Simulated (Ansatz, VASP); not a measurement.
# Two plane-wave programs on Co2Te

```
Co Te
1.0
     0.00000    2.95946    2.95946
     2.95946    0.00000    2.95946
     2.95946    2.95946    0.00000
Co Te
2 1
Direct
  0.25000 0.25000 0.25000
  0.75000 0.75000 0.75000
  0.00000 0.00000 0.00000
```

Alike in both runs: task relaxation of cell and atoms; functional PBE; k mesh 6 × 6 × 6; occupations gaussian, width 0.1 eV; collinear spin.

|  | VASP | Ansatz |
| --- | --- | --- |
| version | VASP 6.6.1 | Ansatz 0.2.0 |
| potentials or method | VASP PAW PBE potentials, release 64 (Co, Te), cutoff 600 eV | scalar-relativistic, plane waves, PAW |
| valence electrons in the cell | 24 | 50 |

Ansatz gave:

- gap on the k mesh at the Fermi level, each at its own relaxed structure (eV): none
- net moment per atom (μB): 0.06
- size of the moment on the site where the two differ most (μB): 0.10
- relaxed volume (Å³/atom): 15.71
- relaxed cell length with the largest relative difference (Å): 4.055

Task: Which values does VASP return?

Result: gap on the k mesh at the Fermi level, each at its own relaxed structure (eV): none; net moment per atom (μB): 0.05; size of the moment on the site where the two differ most (μB): 0.09; relaxed volume (Å³/atom): 15.66; relaxed cell length with the largest relative difference (Å): 4.050.

Site moments also hang on the region over which each program counts them. A gap of «none» marks a metal or a gap that the smearing closes. VASP's potentials hold 24 valence electrons a cell and Ansatz's 50, so a difference there can come from the potentials and not from the codes.

Neither program's run includes spin-orbit coupling.
